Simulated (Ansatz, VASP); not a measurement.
Al5As: VASP beside Ansatz

```
CELL_PARAMETERS angstrom
0.00000 4.57871 4.57871
4.57871 0.00000 4.57871
4.57871 4.57871 0.00000
ATOMIC_POSITIONS crystal
Al 0.59930 0.59930 0.59930
Al 0.59930 0.59930 0.20210
Al 0.59930 0.20210 0.59930
Al 0.20210 0.59930 0.59930
Al 0.00000 0.00000 0.00000
As 0.75000 0.75000 0.75000
```

Alike in both runs: functional PBE; k mesh 4 × 4 × 4; occupations gaussian, width 0.1 eV; no spin polarisation.

Ansatz relaxed the structure, and its values are those at the end. VASP's run is a single point on that final structure, the one shown.

|  | VASP | Ansatz |
| --- | --- | --- |
| version | VASP 6.6.1 | Ansatz 0.2.0 |
| potentials or method | VASP PAW PBE potentials, release 64 (Al, As), cutoff 520 eV | scalar-relativistic, plane waves, PAW |
| valence electrons in the cell | 20 | 30 |

```csv
,VASP,Ansatz,Ansatz less VASP
gap on the k mesh at the Fermi level (eV),none,none,-
pressure (GPa),0.2,0.2,-0.04
rms of the force components (eV/Å),0.011,0.004,-0.0076
```

A gap of «none» marks a metal or a gap that the smearing closes. VASP's potentials hold 20 valence electrons a cell and Ansatz's 30, so a difference there can come from the potentials and not from the codes.
